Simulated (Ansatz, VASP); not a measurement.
# Two plane-wave programs on ZrB2

```
CELL_PARAMETERS angstrom
3.17096 0.00000 0.00000
-1.58548 2.74613 0.00000
0.00000 0.00000 3.54279
ATOMIC_POSITIONS crystal
Zr 0.00000 0.00000 0.00000
B 0.33333 0.66667 0.50000
B 0.66667 0.33333 0.50000
```

Alike in both runs: functional PBE; k mesh 12 × 12 × 10; occupations gaussian, width 0.05 eV; no spin polarisation.

Ansatz relaxed the structure, and its values are those at the end. VASP's run is a single point on that final structure, the one shown.

|  | VASP | Ansatz |
| --- | --- | --- |
| version | VASP 6.6.1 | Ansatz 0.2.0 |
| potentials or method | VASP PAW PBE potentials, release 64 (Zr_sv, B), cutoff 520 eV | scalar-relativistic, plane waves, PAW |
| valence electrons in the cell | 18 | 18 |

Ansatz gave:

| Item | Value |
| --- | --- |
| gap on the k mesh at the Fermi level (eV) | none |
| pressure (GPa) | 0.0 |

Problem. Which values does VASP return?

Solution. gap on the k mesh at the Fermi level (eV): none; pressure (GPa): 0.1.

A gap of «none» marks a metal or a gap that the smearing closes. With one functional, cell and mesh, what is left measures potentials, basis and numerics.
